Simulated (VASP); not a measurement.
# Cu3O2 (I4/mmm) in VASP: settings compared

The runs below take Cu3O2 through single point, with PBEsol, LDA.

Program: VASP 6.6.1. These are calculated values, not measurements. Logs are shortened: lines on timing, memory, paths and dates and some standing lists are left out, and cuts for length are marked.

## (1) The cell of the first run

The structure is tetragonal, space group I4/mmm (No. 139). Conventional cell: a = 4.046 Å, b = 4.046 Å, c = 7.053 Å, α = 90.00°, β = 90.00°, γ = 90.00°. Within 2.7 Å of Cu (site symmetry 4/mmm) lie 4 O at 2.02 Å and 8 Cu at 2.68 Å. Cu (site symmetry -4m2) has 2 O at 1.76 Å within 2.3 Å. Within 2.3 Å of O (site symmetry mmm) lie 4 Cu at 1.76 to 2.02 Å.

## (2) Single point, PBEsol

INCAR

```
PREC = Accurate ; ENCUT = 820
EDIFF = 1E-6 ; ISMEAR = -1
SIGMA = 0.05 ; LREAL = False
LASPH = True ; NELM = 120
ALGO = Normal ; ISIF = 2
LWAVE = False ; LCHARG = False
GGA = PS ; NBANDS = 42
GGA_COMPAT = False
```

KPOINTS

```
Automatic mesh
0
Gamma
  8 8 8
```

POSCAR

```
Cu3O2
1.0
   -2.0229820000      2.0229820000      3.5266723200
    2.0229820000     -2.0229820000      3.5266723200
    2.0229820000      2.0229820000     -3.5266723200
Cu O
3 2
Direct
    0.0000000000      0.0000000000      0.0000000000
    0.7500000000      0.2500000000      0.5000000000
    0.2500000000      0.7500000000      0.5000000000
    0.5000000000      0.0000000000      0.5000000000
    0.0000000000      0.5000000000      0.5000000000
```

Potentials or basis: VASP PAW PBE potentials, release 64 (Cu_sv_GW, O).

The run is started by

```bash
cat potpaw_PBE.64/Cu_sv_GW/POTCAR potpaw_PBE.64/O/POTCAR > POTCAR
mpirun -np 1 vasp_std > vasp.out
```

OUTCAR:

```text
PREC = Accurate
   ENCUT = 820
   EDIFF = 1E-6
   ISMEAR = -1
   LREAL = False
   LASPH = True
   NELM = 120
   ISIF = 2
   GGA = PS

 ion  position               nearest neighbor table
   1  0.000  0.000  0.000-   4 2.02   5 2.02   5 2.02   4 2.02
   2  0.750  0.250  0.500-   4 1.76   5 1.76
   3  0.250  0.750  0.500-   4 1.76   5 1.76
   4  0.500  0.000  0.500-   2 1.76   3 1.76   1 2.02   1 2.02
   5  0.000  0.500  0.500-   2 1.76   3 1.76   1 2.02   1 2.02

  LATTYP: Found a body centered tetragonal cell.
 ALAT       =     4.0459640000
 C/A-ratio  =     1.7433038554

  Lattice vectors:

 A1 = (  -2.0229820000,   2.0229820000,   3.5266723200)
 A2 = (   2.0229820000,  -2.0229820000,   3.5266723200)
 A3 = (   2.0229820000,   2.0229820000,  -3.5266723200)

Analysis of symmetry for initial positions (statically):
=====================================================================
 Subroutine PRICEL returns:
 Original cell was already a primitive cell.

 Routine SETGRP: Setting up the symmetry group for a
 body centered tetragonal supercell.

 Subroutine GETGRP returns: Found 16 space group operations
 (whereof 16 operations were pure point group operations)
 out of a pool of 16 trial point group operations.

The static configuration has the point symmetry D_4h.

Analysis of symmetry for dynamics (positions and initial velocities):
=====================================================================
 Subroutine PRICEL returns:
 Original cell was already a primitive cell.

 Routine SETGRP: Setting up the symmetry group for a
 body centered tetragonal supercell.

 Subroutine GETGRP returns: Found 16 space group operations
 (whereof 16 operations were pure point group operations)
 out of a pool of 16 trial point group operations.

The dynamic configuration has the point symmetry D_4h.

 Subroutine INISYM returns: Found 16 space group operations
 (whereof 16 operations are pure point group operations),
 and found     1 'primitive' translations

----------------------------------------------------------------------------------------

                                     Primitive cell

  volume of cell :      57.7310

  direct lattice vectors                    reciprocal lattice vectors
    -2.022982000  2.022982000  3.526672320     0.000000000  0.247159886  0.141776710
     2.022982000 -2.022982000  3.526672320     0.247159886  0.000000000  0.141776710
     2.022982000  2.022982000 -3.526672320     0.247159886  0.247159886  0.000000000

  length of vectors
     4.541181564  4.541181564  4.541181564     0.284936212  0.284936212  0.349536863

  position of ions in fractional coordinates (direct lattice)
     0.000000000  0.000000000  0.000000000
     0.750000000  0.250000000  0.500000000
     0.250000000  0.750000000  0.500000000
     0.500000000  0.000000000  0.500000000
     0.000000000  0.500000000  0.500000000

  ion indices of the primitive-cell ions
   primitive index   ion index
                 1           1
                 2           2
                 3           3
                 4           4
                 5           5

----------------------------------------------------------------------------------------

 KPOINTS: Automatic mesh

Automatic generation of k-mesh.
 Grid dimensions read from file:
 generate k-points for:    8    8    8

 Generating k-lattice:

  Cartesian coordinates                     Fractional coordinates (reciprocal lattice)
     0.000000000  0.030894986  0.017722089     0.125000000 -0.000000000  0.000000000
     0.030894986  0.000000000  0.017722089    -0.000000000  0.125000000  0.000000000
     0.030894986  0.030894986  0.000000000     0.000000000  0.000000000  0.125000000

  Length of vectors
     0.035617026  0.035617026  0.043692108

  Shift w.r.t. Gamma in fractional coordinates (k-lattice)
     0.000000000  0.000000000  0.000000000

 Subroutine IBZKPT returns following result:
 ===========================================

 Found     59 irreducible k-points:

 Following reciprocal coordinates:
            Coordinates               Weight
  0.000000  0.000000  0.000000      1.000000
  0.125000 -0.000000  0.000000      8.000000
  0.250000 -0.000000  0.000000      8.000000
  0.375000  0.000000  0.000000      8.000000
  0.500000 -0.000000  0.000000      4.000000
  0.125000  0.125000  0.000000      8.000000
[... 16 lines left out ...]
  0.250000  0.125000  0.125000     16.000000
  0.375000  0.125000  0.125000      8.000000
 [... further k-points ...]
   k-points           NKPTS =     59   k-points in BZ     NKDIM =     59   number of bands    NBANDS=     42
   number of dos      NEDOS =    301   number of ions     NIONS =      5
   total plane-waves  NPLWV =  74088
   dimension x,y,z NGX =    42 NGY =   42 NGZ =   42
   dimension x,y,z NGXF=    84 NGYF=   84 NGZF=   84
   ions per type =               3   2
   NGX,Y,Z   is equivalent  to a cutoff of  15.38, 15.38, 15.38 a.u.
   NGXF,Y,Z  is equivalent  to a cutoff of  30.75, 30.75, 30.75 a.u.
 SYSTEM =  unknown system
   PREC   = accura    normal or accurate (medium, high low for compatibility)
   ISTART =      0    job   : 0-new  1-cont  2-samecut
   ICHARG =      2    charge: 1-file 2-atom 10-const
   ISPIN  =      1    spin polarized calculation?
   LNONCOLLINEAR =      F non collinear calculations
   LSORBIT =      F    spin-orbit coupling
   LASPH  =      T    aspherical Exc in radial PAW
   ENCUT  =  820.0 eV  60.27 Ry    7.76 a.u.  10.60 10.60 10.60*2*pi/ulx,y,z
   NELM   =    120;   NELMIN=  2; NELMDL= -5     # of ELM steps
   EDIFF  = 0.1E-05   stopping-criterion for ELM
   LREAL  =      F    real-space projection
[... 7 lines left out ...]
   TEBEG  =    0.0;   TEEND  =   0.0 temperature during run
   PSTRESS=    0.0 pullay stress
   NELECT =      69.0000    total number of electrons
   NUPDOWN=      -1.0000    fix difference up-down
   EMIN   =  10.00;   EMAX   =-10.00  energy-range for DOS
   EFERMI =   0.00;   METHOD = LEGACY
   ISMEAR =    -1;   SIGMA  =   0.05  broadening in eV -4-tet -1-fermi 0-gaus
   EFERMI_NEDOS =   21; number of points for ismear=-14 and -15
   IALGO  =     38    algorithm
   IMIX   =      4    mixing-type and parameters
     AMIX     =   0.40;   BMIX     =  1.00
     AMIX_MAG =   1.60;   BMIX_MAG =  1.00
  volume/ion in A,a.u.               =      11.55        77.92
  Fermi-wavevector in a.u.,A,eV,Ry     =   1.737353  3.283122 41.067778  3.018397
  Thomas-Fermi vector in A             =   2.810593
   LORBIT       =      0    0 simple, 1 ext, 2 COOP (PROOUT), +10 PAW based schemes
   GGA     = PS    functional components
   LHFCALC =     F    Hartree Fock is set to
   AEXX    =    0.0000 exact exchange contribution
   IVDW    =     0    specifies the selected vdW correction
   LEPSILON=     F    determine dielectric tensor
   LRPA    =     F    only Hartree local field effects (RPA)
 non-spin polarized calculation
  energy-cutoff  :      820.00
  volume of cell :       57.73
 maximum number of plane-waves:      3116
   NGX = 21   NGY = 21   NGZ = 21

 number of electron      69.0000025 magnetization

 Free energy of the ion-electron system (eV)
  ---------------------------------------------------
  ext. energy  EPLUGINS =         0.00000000
  ---------------------------------------------------
  free energy    TOTEN  =       -25.16527903 eV

  energy without entropy =      -25.14452969  energy(sigma->0) =      -25.15490436

 E-fermi :   4.7287     XC(G=0): -12.0079

 val. band max:        4.7188349861   @ k =  -0.1250  -0.2500   0.1250
 cond. band min:       4.7312958407   @ k =   0.2500   0.2500   0.0000
 fundamental gap:      0.0124608546
 Fermi energy:         4.7287194589

 k-point     1 :       0.0000    0.0000    0.0000
  band No.  band energies     occupation
      1    -107.4507      2.00000
      2    -107.3780      2.00000
      3    -107.3764      2.00000
      4     -65.1600      2.00000
      5     -65.1573      2.00000
      6     -64.9954      2.00000
[... 34 lines left out ...]
     41      15.9107      0.00000
     42      15.9832      0.00000

 k-point     2 :       0.1250   -0.0000    0.0000
  band No.  band energies     occupation
      1    -107.4506      2.00000
      2    -107.3779      2.00000
      3    -107.3763      2.00000
      4     -65.1597      2.00000
      5     -65.1574      2.00000
      6     -64.9954      2.00000
[... 34 lines left out ...]
     41      15.3108      0.00000
     42      16.9032      0.00000

 k-point     3 :       0.2500   -0.0000    0.0000
  band No.  band energies     occupation
      1    -107.4506      2.00000
      2    -107.3778      2.00000
      3    -107.3765      2.00000
      4     -65.1593      2.00000
      5     -65.1578      2.00000
      6     -64.9955      2.00000
[... 34 lines left out ...]
     41      15.3851      0.00000
     42      15.6077      0.00000

 k-point     4 :       0.3750    0.0000    0.0000
  band No.  band energies     occupation
      1    -107.4505      2.00000
      2    -107.3774      2.00000
      3    -107.3768      2.00000
      4     -65.1591      2.00000
      5     -65.1578      2.00000
      6     -64.9956      2.00000
[... 844 lines left out ...]
     41      14.9091      0.00000
     42      16.9992      0.00000

 k-point    23 :       0.2500    0.1250    0.1250
  band No.  band energies     occupation
      1    -107.4505      2.00000
      2    -107.3773      2.00000
      3    -107.3769      2.00000
      4     -65.1589      2.00000
      5     -65.1584      2.00000
      6     -64.9947      2.00000
[... 34 lines left out ...]
     41      14.9156      0.00000
     42      16.7541      0.00000

 k-point    24 :       0.3750    0.1250    0.1250
  band No.  band energies     occupation
      1    -107.4504      2.00000
      2    -107.3771      2.00000
      3    -107.3771      2.00000
      4     -65.1590      2.00000
      5     -65.1582      2.00000
      6     -64.9946      2.00000
[... 34 lines left out ...]
     41      14.8317      0.00000
     42      17.6122      0.00000

 [... further k-points ...]
[... 5 lines left out ...]
  --------------------------------------------------------------------------------------
  -------------------------------------------------------------------------------------
  Total       -0.7631929     -0.7631929      5.1348422      0.0000000      0.0000000      0.0000000
  in kB      -21.1804797    -21.1804797    142.5044884      0.0000000      0.0000000      0.0000000
  external PRESSURE =      33.3811763 kB  Pullay stress =       0.0000000 kB

 VOLUME and BASIS-vectors are now :
 -----------------------------------------------------------------------------
  energy-cutoff  :      820.00
  volume of cell :       57.73
      direct lattice vectors                 reciprocal lattice vectors
    -2.022982000  2.022982000  3.526672320     0.000000000  0.247159886  0.141776710
     2.022982000 -2.022982000  3.526672320     0.247159886  0.000000000  0.141776710
     2.022982000  2.022982000 -3.526672320     0.247159886  0.247159886  0.000000000

 POSITION                                       TOTAL-FORCE (eV/Angst)
 -----------------------------------------------------------------------------------
      0.00000      0.00000      0.00000         0.000000      0.000000     -0.000000
      0.00000      2.02298      1.76334        -0.000000     -0.000000      0.000000
      2.02298      0.00000      1.76334         0.000000     -0.000000      0.000000
      0.00000      2.02298      0.00000         0.000000      0.000000     -0.000000
      2.02298      0.00000      0.00000         0.000000      0.000000     -0.000000
 -----------------------------------------------------------------------------------
    total drift:                               -0.000000     -0.000000      0.000000

  FREE ENERGIE OF THE ION-ELECTRON SYSTEM (eV)
  ---------------------------------------------------
  free  energy   TOTEN  =       -25.1652790260 eV

  energy  without entropy=      -25.1445296930  energy(sigma->0) =      -25.15490436
```

It took 7.7 min on 1 thread of AMD EPYC 7R43 (Zen 3), shared host; peak memory 0.38 GiB.

What came out:

- Free energy: -25.1653 eV
- Pressure: 3.3 GPa
- Band gap on the k mesh: zero (an odd number of electrons rules out a gap without spin polarisation)

Caveat: the stress differs along the axes, from -2 to 14 GPa; the PAW data sets were made with another functional, which shifts forces and pressure a little. With open d or f shells a metallic result of PBEsol can be an artefact of self-interaction; +U or a hybrid may open a gap.

## (3) Single point, LDA

This run uses another cell than the first one, of 12.03 Å³/atom.

INCAR

```
PREC = Accurate
ENCUT = 520
EDIFF = 1E-7
ISMEAR = -1
SIGMA = 0.05
LREAL = F
LASPH = T
NELM = 100
ALGO = Normal
ISIF = 2
LWAVE = F
LCHARG = F
NBANDS = 30
```

KPOINTS

```
Automatic mesh
0
Gamma
  9 9 9
```

POSCAR: that of step 2 with these lines changed.

```diff
@@ -2,5 +2,5 @@
 1.0
-   -2.0229820000      2.0229820000      3.5266723200
-    2.0229820000     -2.0229820000      3.5266723200
-    2.0229820000      2.0229820000     -3.5266723200
+   -2.0229820000      2.0229820000      3.6736170000
+    2.0229820000     -2.0229820000      3.6736170000
+    2.0229820000      2.0229820000     -3.6736170000
 Cu O
```

Potentials or basis: VASP PAW LDA potentials, release 64 (Cu, O).

The run is started by

```bash
cat potpaw_LDA.64/Cu/POTCAR potpaw_LDA.64/O/POTCAR > POTCAR
mpirun -np 1 vasp_std > vasp.out
```

OUTCAR:

```text
PREC = Accurate
   ENCUT = 520
   EDIFF = 1E-7
   ISMEAR = -1
   LREAL = F
   LASPH = T
   NELM = 100
   ISIF = 2

 ion  position               nearest neighbor table
   1  0.000  0.000  0.000-   4 2.02   5 2.02   5 2.02   4 2.02   2 2.73   3 2.73   2 2.73   3 2.73
                             2 2.73   2 2.73   3 2.73   3 2.73
   2  0.750  0.250  0.500-   4 1.84   5 1.84   1 2.73   1 2.73   1 2.73   1 2.73
   3  0.250  0.750  0.500-   4 1.84   5 1.84   1 2.73   1 2.73   1 2.73   1 2.73
   4  0.500  0.000  0.500-   2 1.84   3 1.84   1 2.02   1 2.02
   5  0.000  0.500  0.500-   2 1.84   3 1.84   1 2.02   1 2.02
[... 996 lines left out ...]
  -------------------------------------------------------------------------------------
  Total       -3.2153274     -3.2153274     -5.8289233      0.0000000      0.0000000      0.0000000
  in kB      -85.6639064    -85.6639064   -155.2962678      0.0000000      0.0000000      0.0000000
  external PRESSURE =    -108.8746935 kB  Pullay stress =       0.0000000 kB

 VOLUME and BASIS-vectors are now :
 -----------------------------------------------------------------------------
  energy-cutoff  :      520.00
  volume of cell :       60.14
      direct lattice vectors                 reciprocal lattice vectors
    -2.022982000  2.022982000  3.673617000     0.000000000  0.247159886  0.136105642
     2.022982000 -2.022982000  3.673617000     0.247159886  0.000000000  0.136105642
     2.022982000  2.022982000 -3.673617000     0.247159886  0.247159886  0.000000000

 POSITION                                       TOTAL-FORCE (eV/Angst)
 -----------------------------------------------------------------------------------
      0.00000      0.00000      0.00000        -0.000000      0.000000      0.000000
      0.00000      2.02298      1.83681        -0.000000      0.000000     -0.000000
      2.02298      0.00000      1.83681         0.000000     -0.000000      0.000000
      0.00000      2.02298      0.00000        -0.000000      0.000000      0.000000
      2.02298      0.00000      0.00000        -0.000000      0.000000      0.000000
 -----------------------------------------------------------------------------------
    total drift:                                0.000000      0.000000      0.000000

  FREE ENERGIE OF THE ION-ELECTRON SYSTEM (eV)
  ---------------------------------------------------
  free  energy   TOTEN  =       -27.0799735197 eV

  energy  without entropy=      -27.0630777495  energy(sigma->0) =      -27.07152563
```

OSZICAR:

```text
N       E                     dE             d eps       ncg     rms          rms(c)
DAV:   1     0.432147261834E+03    0.43215E+03   -0.20774E+04  4660   0.235E+03
DAV:   2     0.356753447660E+02   -0.39647E+03   -0.37328E+03  4548   0.442E+02
DAV:   3    -0.306456709004E+02   -0.66321E+02   -0.62669E+02  5998   0.206E+02
DAV:   4    -0.342227532522E+02   -0.35771E+01   -0.35444E+01  6558   0.527E+01
DAV:   5    -0.342571187027E+02   -0.34365E-01   -0.34352E-01  6236   0.588E+00    0.192E+01
DAV:   6    -0.314414112186E+02    0.28157E+01   -0.58110E+01  6402   0.169E+02    0.148E+01
DAV:   7    -0.270338656217E+02    0.44075E+01   -0.17139E+01  5676   0.118E+02    0.319E+00
DAV:   8    -0.271922353658E+02   -0.15837E+00   -0.25834E+00  6648   0.161E+01    0.210E+00
DAV:   9    -0.271236897796E+02    0.68546E-01   -0.19973E-01  6704   0.170E+01    0.170E+00
DAV:  10    -0.270930859898E+02    0.30604E-01   -0.18081E-01  7240   0.142E+01    0.826E-01
DAV:  11    -0.270868619512E+02    0.62240E-02   -0.27534E-02  7004   0.293E+00    0.697E-01
DAV:  12    -0.270801863073E+02    0.66756E-02   -0.20104E-02  6954   0.140E+00    0.160E-01
DAV:  13    -0.270801643505E+02    0.21957E-04   -0.14127E-03  6132   0.437E-01    0.121E-01
DAV:  14    -0.270799754011E+02    0.18895E-03   -0.54188E-04  7372   0.335E-01    0.190E-02
DAV:  15    -0.270799734479E+02    0.19532E-05   -0.60816E-05  6364   0.971E-02    0.345E-03
DAV:  16    -0.270799736666E+02   -0.21870E-06   -0.39469E-06  6124   0.349E-02    0.257E-03
DAV:  17    -0.270799735508E+02    0.11580E-06   -0.30008E-07  4244   0.910E-03    0.141E-03
DAV:  18    -0.270799735197E+02    0.31077E-07   -0.95235E-08  2998   0.563E-03
   1 F= -.27079974E+02 E0= -.27071526E+02  d E =-.168958E-01
```

Run time: 2 min. Hardware: 1 thread of Intel Xeon Platinum 8488C (Sapphire Rapids), shared host; peak memory 0.24 GiB.

What came out:

```yaml
Free_energy: -27.0800 eV
Pressure: -10.9 GPa
Band_gap_on_the_k_mesh: zero (an odd number of electrons rules out a gap without spin polarisation)
```

Stress tensor (GPa, compression positive):
```
 -8.57   0.00   0.00
  0.00  -8.57   0.00
  0.00   0.00 -15.53
```

Caveat: the stress differs along the axes, from -16 to -9 GPa.

The gap in the log of VASP goes by the Fermi energy; the results here count the filled bands.